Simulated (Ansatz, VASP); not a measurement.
**Fe: VASP beside Ansatz**

```
Fe
1.0
     4.10032    0.00000    0.00000
    -2.05016    3.55098    0.00000
     0.00000    0.00000    2.33084
Fe
3
Direct
  0.00000 0.00000 0.00000
  0.33333 0.66667 0.50000
  0.66667 0.33333 0.50000
```

Alike in both runs: functional PBEsol; k mesh 9 × 9 × 13; occupations fermi-dirac, width 0.05 eV; collinear spin.

Ansatz relaxed the structure, and its values are those at the end. VASP's run is a single point on that final structure, the one shown.

```csv
,VASP,Ansatz
version,VASP 6.6.1,Ansatz 0.2.0
potentials or method,"VASP PAW PBE potentials, release 64 (Fe), cutoff 520 eV","plane waves (420 eV) with PAW, scalar-relativistic"
valence electrons in the cell,24,48
```

|  | VASP | Ansatz | Ansatz less VASP |
| --- | --- | --- | --- |
| pressure (GPa) | 0.0 | 0.0 | -0.02 |
| net moment per atom (μB) | 2.34 | 2.33 | -0.013 |
| size of the moment on the site where the two differ most (μB) | 2.25 | 2.24 | -0.009 |

VASP's potentials were made for PBE, not for PBEsol, and Ansatz warns of the same on its side. Site moments also hang on the region over which each program counts them. VASP's potentials hold 24 valence electrons a cell and Ansatz's 48, so a difference there can come from the potentials and not from the codes.
